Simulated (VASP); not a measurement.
A run of VASP 6.6.1:

POSCAR

```
Sr2TeO
1.0
    2.0688328814      1.1944412210      7.0354503811
   -2.0688328814      1.1944412210      7.0354503811
    0.0000000000     -2.3888824420      7.0354503811
O Te Sr
1 1 2
Direct
    1.0000000000      0.0000000000      0.0000000000
    0.5000000000      0.5000000000      0.5000000000
    0.2681616538      0.2681616538      0.2681616538
    0.7318383462      0.7318383462      0.7318383462
```

The input INCAR.step1:

```
PREC = Accurate ; ENCUT = 520
ISMEAR = 0 ; SIGMA = 0.01
LREAL = F ; LASPH = T
NELM = 60 ; NBANDS = 24
GGA = PE ; ALGO = Normal
EDIFF = 1E-4 ; LWAVE = T
LCHARG = F
```

INCAR.step2

```
PREC = Accurate ; ENCUT = 520
EDIFF = 1E-7 ; ISMEAR = 0
SIGMA = 0.01 ; LREAL = F
LASPH = T ; NELM = 60
ALGO = Normal ; ISIF = 2
LWAVE = F ; LCHARG = F
METAGGA = R2SCAN ; LMIXTAU = T
NBANDS = 24 ; ISTART = 1
```

File KPOINTS:

```
Automatic mesh
0
Gamma
  8 8 8
```

Potentials or basis: VASP PAW PBE potentials, release 64 (O, Te, Sr_sv).

Command:

```bash
$ cat potpaw_PBE.64/O/POTCAR potpaw_PBE.64/Te/POTCAR potpaw_PBE.64/Sr_sv/POTCAR > POTCAR
$ cp INCAR.step1 INCAR
$ mpirun -np 1 vasp_std > vasp.out
$ cp INCAR.step2 INCAR
$ mpirun -np 1 vasp_std > vasp.out
```

Hardware: 1 thread of Intel Xeon 6975P-C, with other jobs on the host.

Q: Estimate the wall time of this run.

A: Wall time 31 min on 1 thread of Intel Xeon 6975P-C (shared host), peak memory 0.58 GiB. Counts: k points 65.
